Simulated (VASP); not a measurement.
# MnSb (Fm-3m) in VASP: further runs

MnSb is run at these levels: PBEsol; tasks: single point.

All numbers are computed with VASP 6.6.1; they aren't measurements. Logs are shortened: lines on timing, memory, paths and dates and some standing lists are left out, and cuts for length are marked.

**1. The cell of the first run**

The structure is cubic, space group Fm-3m (No. 225). The conventional cell has a = 5.590 Å, b = 5.590 Å, c = 5.590 Å, α = 90.00°, β = 90.00°, γ = 90.00°. Mn (site symmetry m-3m) has 6 Sb at 2.80 Å within 3.7 Å. Sb (site symmetry m-3m) has 6 Mn at 2.80 Å within 3.7 Å.

**2. Single point, PBEsol, collinear spin, ferromagnetic start**

INCAR reads:

```
SYSTEM = MnSb
PREC = Accurate
ENCUT = 520
EDIFF = 1E-6
ISMEAR = 0
SIGMA = 0.15
LREAL = .FALSE.
LASPH = .TRUE.
NELM = 150
ALGO = Normal
ISIF = 2
LWAVE = .FALSE.
LCHARG = .TRUE.
ISPIN = 2
MAGMOM = 4.16 0
LORBIT = 11
LMAXMIX = 4
GGA = PS
LELF = .TRUE.
LVHAR = .TRUE.
NBANDS = 20
```

KPOINTS reads:

```
Automatic mesh
0
G
  16 16 16
  0 0 0
```

POSCAR reads:

```
MnSb
1.0
    0.0000000000      2.7950160000      2.7950160000
    2.7950160000      0.0000000000      2.7950160000
    2.7950160000      2.7950160000      0.0000000000
Mn Sb
1 1
Direct
    0.0000000000      0.0000000000      0.0000000000
    0.5000000000      0.5000000000      0.5000000000
```

Potentials or basis: VASP PAW PBE potentials, release 64 (Mn_pv, Sb).

On the command line:

```
$ cat potpaw_PBE.64/Mn_pv/POTCAR potpaw_PBE.64/Sb/POTCAR > POTCAR
$ mpirun -np 1 vasp_std > vasp.out
```

OUTCAR:

```text
SYSTEM = MnSb
   PREC = Accurate
   ENCUT = 520
   EDIFF = 1E-6
   ISMEAR = 0
   LREAL = .FALSE.
   LASPH = .TRUE.
   NELM = 150
   ISIF = 2
   ISPIN = 2
   LORBIT = 11
   GGA = PS

 ion  position               nearest neighbor table
   1  0.000  0.000  0.000-   2 2.80   2 2.80   2 2.80   2 2.80   2 2.80   2 2.80
   2  0.500  0.500  0.500-   1 2.80   1 2.80   1 2.80   1 2.80   1 2.80   1 2.80

  LATTYP: Found a face centered cubic cell.
 ALAT       =     5.5900320000

  Lattice vectors:

 A1 = (   0.0000000000,   2.7950160000,   2.7950160000)
 A2 = (   2.7950160000,   0.0000000000,   2.7950160000)
 A3 = (   2.7950160000,   2.7950160000,   0.0000000000)

Analysis of symmetry for initial positions (statically):
=====================================================================
 Subroutine PRICEL returns:
 Original cell was already a primitive cell.

 Routine SETGRP: Setting up the symmetry group for a
 face centered cubic supercell.

 Subroutine GETGRP returns: Found 48 space group operations
 (whereof 48 operations were pure point group operations)
 out of a pool of 48 trial point group operations.

The static configuration has the point symmetry O_h .

Analysis of symmetry for dynamics (positions and initial velocities):
=====================================================================
 Subroutine PRICEL returns:
 Original cell was already a primitive cell.

 Routine SETGRP: Setting up the symmetry group for a
 face centered cubic supercell.

 Subroutine GETGRP returns: Found 48 space group operations
 (whereof 48 operations were pure point group operations)
 out of a pool of 48 trial point group operations.

The dynamic configuration has the point symmetry O_h .

Analysis of structural, dynamic, and magnetic symmetry:
=====================================================================
 Subroutine PRICEL returns:
 Original cell was already a primitive cell.

 Routine SETGRP: Setting up the symmetry group for a
 face centered cubic supercell.

 Subroutine GETGRP returns: Found 48 space group operations
 (whereof 48 operations were pure point group operations)
 out of a pool of 48 trial point group operations.

The overall configuration has the point symmetry O_h .

 Subroutine INISYM returns: Found 48 space group operations
 (whereof 48 operations are pure point group operations),
 and found     1 'primitive' translations

----------------------------------------------------------------------------------------

                                     Primitive cell

  volume of cell :      43.6700

  direct lattice vectors                    reciprocal lattice vectors
     0.000000000  2.795016000  2.795016000    -0.178889853  0.178889853  0.178889853
     2.795016000  0.000000000  2.795016000     0.178889853 -0.178889853  0.178889853
     2.795016000  2.795016000  0.000000000     0.178889853  0.178889853 -0.178889853

  length of vectors
     3.952749534  3.952749534  3.952749534     0.309846314  0.309846314  0.309846314

  position of ions in fractional coordinates (direct lattice)
     0.000000000  0.000000000  0.000000000
     0.500000000  0.500000000  0.500000000

  ion indices of the primitive-cell ions
   primitive index   ion index
                 1           1
                 2           2

----------------------------------------------------------------------------------------

 KPOINTS: Automatic mesh

Automatic generation of k-mesh.
 Grid dimensions read from file:
 generate k-points for:   16   16   16

 Generating k-lattice:

  Cartesian coordinates                     Fractional coordinates (reciprocal lattice)
    -0.011180616  0.011180616  0.011180616     0.062500000  0.000000000  0.000000000
     0.011180616 -0.011180616  0.011180616     0.000000000  0.062500000  0.000000000
     0.011180616  0.011180616 -0.011180616     0.000000000  0.000000000  0.062500000

  Length of vectors
     0.019365395  0.019365395  0.019365395

  Shift w.r.t. Gamma in fractional coordinates (k-lattice)
     0.000000000  0.000000000  0.000000000

 Subroutine IBZKPT returns following result:
 ===========================================

 Found    145 irreducible k-points:

 Following reciprocal coordinates:
            Coordinates               Weight
  0.000000  0.000000  0.000000      1.000000
  0.062500  0.000000  0.000000      8.000000
  0.125000  0.000000  0.000000      8.000000
  0.187500  0.000000  0.000000      8.000000
  0.250000  0.000000  0.000000      8.000000
  0.312500  0.000000  0.000000      8.000000
[... 16 lines left out ...]
 -0.125000  0.062500  0.000000     24.000000
 -0.062500  0.062500  0.000000     12.000000
 [... further k-points ...]
   k-points           NKPTS =    145   k-points in BZ     NKDIM =    145   number of bands    NBANDS=     20
   number of dos      NEDOS =    301   number of ions     NIONS =      2
   total plane-waves  NPLWV =  27000
   dimension x,y,z NGX =    30 NGY =   30 NGZ =   30
   dimension x,y,z NGXF=    60 NGYF=   60 NGZF=   60
   ions per type =               1   1
   NGX,Y,Z   is equivalent  to a cutoff of  12.62, 12.62, 12.62 a.u.
   NGXF,Y,Z  is equivalent  to a cutoff of  25.23, 25.23, 25.23 a.u.
 SYSTEM =  MnSb
   PREC   = accura    normal or accurate (medium, high low for compatibility)
   ISTART =      0    job   : 0-new  1-cont  2-samecut
   ICHARG =      2    charge: 1-file 2-atom 10-const
   ISPIN  =      2    spin polarized calculation?
   LNONCOLLINEAR =      F non collinear calculations
   LSORBIT =      F    spin-orbit coupling
   LASPH  =      T    aspherical Exc in radial PAW
   ENCUT  =  520.0 eV  38.22 Ry    6.18 a.u.   7.35  7.35  7.35*2*pi/ulx,y,z
   NELM   =    150;   NELMIN=  2; NELMDL= -5     # of ELM steps
   EDIFF  = 0.1E-05   stopping-criterion for ELM
   LREAL  =      F    real-space projection
   EDIFFG = 0.1E-04   stopping-criterion for IOM
   NSW    =      0    number of steps for IOM
   IBRION =     -1    ionic relax: 0-MD 1-quasi-New 2-CG
   NFREE  =      0    steps in history (QN), initial steepest desc. (CG)
   ISIF   =      2    stress and relaxation
   ISYM   =      2    0-nonsym 1-usesym 2-fastsym
   POTIM  = 0.5000    time-step for ionic-motion
   TEBEG  =    0.0;   TEEND  =   0.0 temperature during run
   PSTRESS=    0.0 pullay stress
   NELECT =      18.0000    total number of electrons
   NUPDOWN=      -1.0000    fix difference up-down
   EMIN   =  10.00;   EMAX   =-10.00  energy-range for DOS
   EFERMI =   0.00;   METHOD = LEGACY
   ISMEAR =     0;   SIGMA  =   0.15  broadening in eV -4-tet -1-fermi 0-gaus
   EFERMI_NEDOS =   21; number of points for ismear=-14 and -15
   IALGO  =     38    algorithm
   IMIX   =      4    mixing-type and parameters
     AMIX     =   0.40;   BMIX     =  1.00
     AMIX_MAG =   1.60;   BMIX_MAG =  1.00
  volume/ion in A,a.u.               =      21.83       147.35
  Fermi-wavevector in a.u.,A,eV,Ry     =   1.218348  2.302344 20.196106  1.484372
  Thomas-Fermi vector in A             =   2.353638
   LORBIT       =     11    0 simple, 1 ext, 2 COOP (PROOUT), +10 PAW based schemes
   GGA     = PS    functional components
   LHFCALC =     F    Hartree Fock is set to
   AEXX    =    0.0000 exact exchange contribution
   IVDW    =     0    specifies the selected vdW correction
   LEPSILON=     F    determine dielectric tensor
   LRPA    =     F    only Hartree local field effects (RPA)
 spin polarized calculation
 Gauss-broadening in eV      SIGMA  =   0.15
  energy-cutoff  :      520.00
  volume of cell :       43.67
 maximum number of plane-waves:      1243
 NGX is ok and might be reduce to    30
   NGX = 15   NGY = 15   NGZ = 15

 number of electron      17.9999988 magnetization       3.8323027

 Free energy of the ion-electron system (eV)
  ---------------------------------------------------
  ext. energy  EPLUGINS =         0.00000000
  ---------------------------------------------------
  free energy    TOTEN  =       -13.79164615 eV

  energy without entropy =      -13.78170862  energy(sigma->0) =      -13.78667738

 E-fermi :   7.4311     XC(G=0): -10.7038

 val. band max:        7.4213911101   @ k =   0.2500   0.1875   0.0000
 cond. band min:       7.4375107671   @ k =   0.0625   0.0000   0.0000
 fundamental gap:      0.0161196570
 Fermi energy:         7.4310615173

 spin component 1

 k-point     1 :       0.0000    0.0000    0.0000
  band No.  band energies     occupation
      1     -42.6530      1.00000
      2     -42.6530      1.00000
      3     -42.6530      1.00000
      4      -4.0858      1.00000
      5       4.4281      1.00000
      6       4.4281      1.00000
[... 12 lines left out ...]
     19      16.9322      0.00000
     20      16.9322      0.00000

 k-point     2 :       0.0625    0.0000    0.0000
  band No.  band energies     occupation
      1     -42.6531      1.00000
      2     -42.6530      1.00000
      3     -42.6530      1.00000
      4      -4.0338      1.00000
      5       4.4012      1.00000
      6       4.4306      1.00000
[... 12 lines left out ...]
     19      16.6133      0.00000
     20      17.0628      0.00000

 k-point     3 :       0.1250    0.0000    0.0000
  band No.  band energies     occupation
      1     -42.6534      1.00000
      2     -42.6530      1.00000
      3     -42.6530      1.00000
      4      -3.8793      1.00000
      5       4.3070      1.00000
      6       4.4047      1.00000
[... 12 lines left out ...]
     19      16.3508      0.00000
     20      18.0198      0.00000

 k-point     4 :       0.1875    0.0000    0.0000
  band No.  band energies     occupation
      1     -42.6540      1.00000
      2     -42.6530      1.00000
      3     -42.6530      1.00000
      4      -3.6266      1.00000
      5       4.0929      1.00000
      6       4.2837      1.00000
[... 429 lines left out ...]
 k-point    23 :      -0.1250    0.0625    0.0000
  band No.  band energies     occupation
      1     -42.6536      1.00000
      2     -42.6531      1.00000
      3     -42.6529      1.00000
      4      -3.7610      1.00000
      5       4.2455      1.00000
      6       4.3249      1.00000
[... 12 lines left out ...]
     19      17.1626      0.00000
     20      18.6765      0.00000

 k-point    24 :      -0.0625    0.0625    0.0000
  band No.  band energies     occupation
      1     -42.6532      1.00000
      2     -42.6531      1.00000
      3     -42.6529      1.00000
      4      -3.9478      1.00000
      5       4.3691      1.00000
      6       4.3967      1.00000
[... 12 lines left out ...]
     19      16.7200      0.00000
     20      17.6805      0.00000

 [... further k-points ...]

 spin component 2

 k-point     1 :       0.0000    0.0000    0.0000
  band No.  band energies     occupation
      1     -38.7758      1.00000
      2     -38.7758      1.00000
      3     -38.7758      1.00000
      4      -3.9645      1.00000
      5       7.6295      0.03068
      6       7.6295      0.03067
[... 12 lines left out ...]
     19      17.8754      0.00000
     20      17.8754      0.00000

 k-point     2 :       0.0625    0.0000    0.0000
  band No.  band energies     occupation
      1     -38.7759      1.00000
      2     -38.7758      1.00000
      3     -38.7758      1.00000
      4      -3.9141      1.00000
      5       7.4375      0.47576
      6       7.4375      0.47572
[... 12 lines left out ...]
     19      17.5448      0.00000
     20      17.9842      0.00000

 k-point     3 :       0.1250    0.0000    0.0000
  band No.  band energies     occupation
      1     -38.7764      1.00000
      2     -38.7758      1.00000
      3     -38.7758      1.00000
      4      -3.7644      1.00000
      5       6.7410      1.00000
      6       7.0530      0.99982
[... 12 lines left out ...]
     19      17.2242      0.00000
     20      18.6032      0.00000

 k-point     4 :       0.1875    0.0000    0.0000
  band No.  band energies     occupation
      1     -38.7771      1.00000
      2     -38.7758      1.00000
      3     -38.7758      1.00000
      4      -3.5205      1.00000
      5       5.7427      1.00000
      6       6.6589      1.00000
[... 429 lines left out ...]
 k-point    23 :      -0.1250    0.0625    0.0000
  band No.  band energies     occupation
      1     -38.7766      1.00000
      2     -38.7760      1.00000
      3     -38.7757      1.00000
      4      -3.6499      1.00000
      5       6.3017      1.00000
      6       6.7905      1.00000
[... 12 lines left out ...]
     19      17.9062      0.00000
     20      19.2405      0.00000

 k-point    24 :      -0.0625    0.0625    0.0000
  band No.  band energies     occupation
      1     -38.7761      1.00000
      2     -38.7759      1.00000
      3     -38.7757      1.00000
      4      -3.8307      1.00000
      5       7.0413      0.99988
      6       7.1447      0.99653
[... 12 lines left out ...]
     19      17.6257      0.00000
     20      18.5307      0.00000

 [... further k-points ...]

------------------------ aborting loop because EDIFF is reached ----------------------------------------

  FORCE on cell =-STRESS in cart. coord.  units (eV):
  Direction    XX          YY          ZZ          XY          YZ          ZX
  --------------------------------------------------------------------------------------
  -------------------------------------------------------------------------------------
  Total       -1.1141033     -1.1141033     -1.1141033     -0.0000000      0.0000000      0.0000000
  in kB      -40.8745643    -40.8745643    -40.8745643     -0.0000000      0.0000000      0.0000000
  external PRESSURE =     -40.8745643 kB  Pullay stress =       0.0000000 kB

 VOLUME and BASIS-vectors are now :
 -----------------------------------------------------------------------------
  energy-cutoff  :      520.00
  volume of cell :       43.67
      direct lattice vectors                 reciprocal lattice vectors
     0.000000000  2.795016000  2.795016000    -0.178889853  0.178889853  0.178889853
     2.795016000  0.000000000  2.795016000     0.178889853 -0.178889853  0.178889853
     2.795016000  2.795016000  0.000000000     0.178889853  0.178889853 -0.178889853

 POSITION                                       TOTAL-FORCE (eV/Angst)
 -----------------------------------------------------------------------------------
      0.00000      0.00000      0.00000        -0.000000     -0.000000      0.000000
      2.79502      2.79502      2.79502         0.000000      0.000000     -0.000000
 -----------------------------------------------------------------------------------
    total drift:                               -0.000000      0.000000      0.000000

  FREE ENERGIE OF THE ION-ELECTRON SYSTEM (eV)
  ---------------------------------------------------
  free  energy   TOTEN  =       -13.7916461469 eV

  energy  without entropy=      -13.7817086230  energy(sigma->0) =      -13.78667738

 total charge

# of ion       s       p       d       tot
------------------------------------------
    1        0.283   6.186   4.992  11.461
    2        1.145   1.291   0.035   2.472
--------------------------------------------------
tot          1.428   7.477   5.028  13.933

 magnetization (x)

# of ion       s       p       d       tot
------------------------------------------
    1        0.072   0.035   3.636   3.743
    2        0.013  -0.123   0.011  -0.099
--------------------------------------------------
tot          0.085  -0.088   3.646   3.644
```

Run time: 2.1 min. Hardware: 1 thread of AMD EPYC 9R45 (Zen 5), shared host; peak memory 0.31 GiB.

Results:

```
Free energy                                           : -13.7916 eV
Pressure                                              : -4.1 GPa
Net moment                                            : 3.83 μB per cell
Site moments                                          : Mn +3.74; Sb -0.10 μB
Valence electrons inside the program's atomic spheres : Mn 11.46; Sb 2.47
```

Caveat: the PAW data sets were made with another functional, which shifts forces and pressure a little; spin-orbit coupling is left out, which moves the levels of the heavy elements; a cell with one magnetic atom can't hold antiferromagnetic order, which such compounds often take.

**3. Single point, PBEsol, collinear spin, ferromagnetic start**

INCAR is that of step 2.

KPOINTS reads:

```
regular mesh
0
G
  14 14 14
  0 0 0
```

POSCAR is that of step 2.

Potentials or basis: VASP PAW PBE potentials, release 64 (Mn_pv, Sb).

On the command line:

```
$ cat potpaw_PBE.64/Mn_pv/POTCAR potpaw_PBE.64/Sb/POTCAR > POTCAR
$ mpirun -np 1 vasp_std > vasp.out
```

Run time: 89 s. Hardware: 1 thread of AMD EPYC 9R45 (Zen 5), shared host; peak memory 0.26 GiB.

The run converged. Its results:

```
Free energy                                           : -13.7904 eV
Pressure                                              : -4.2 GPa
Net moment                                            : 3.81 μB per cell
Site moments                                          : Mn +3.73; Sb -0.10 μB
Valence electrons inside the program's atomic spheres : Mn 11.46; Sb 2.47
```

Levels at points of the mesh, in eV from the Fermi level:
Spin up:
```csv
k point,band 9,band 10,band 11,band 12,band 13,band 14
"(0.00, 0.00, 0.00)",-2.79,1.29,1.29,1.29,4.92,8.07
"(0.50, 0.00, 0.00)",-2.64,-2.30,2.73,2.73,3.96,4.82
"(0.50, 0.50, 0.00)",-2.53,-1.73,-1.52,-1.52,0.91,4.82
```
Spin down:
```
           k point  band 4  band 5  band 6  band 7  band 8  band 9  band 10  band 11
(0.00, 0.00, 0.00)  -11.42    0.18    0.18    0.23    0.23    0.23     1.34     1.34
(0.50, 0.00, 0.00)   -9.35   -5.52   -1.81   -1.81    0.90    0.90     1.09     4.16
(0.50, 0.50, 0.00)   -8.98   -4.53   -1.36   -1.36   -0.73    0.49     0.97     1.17
```

Caveat: the PAW data sets were made with another functional, which shifts forces and pressure a little; spin-orbit coupling is left out, which moves the levels of the heavy elements; a cell with one magnetic atom can't hold antiferromagnetic order, which such compounds often take.
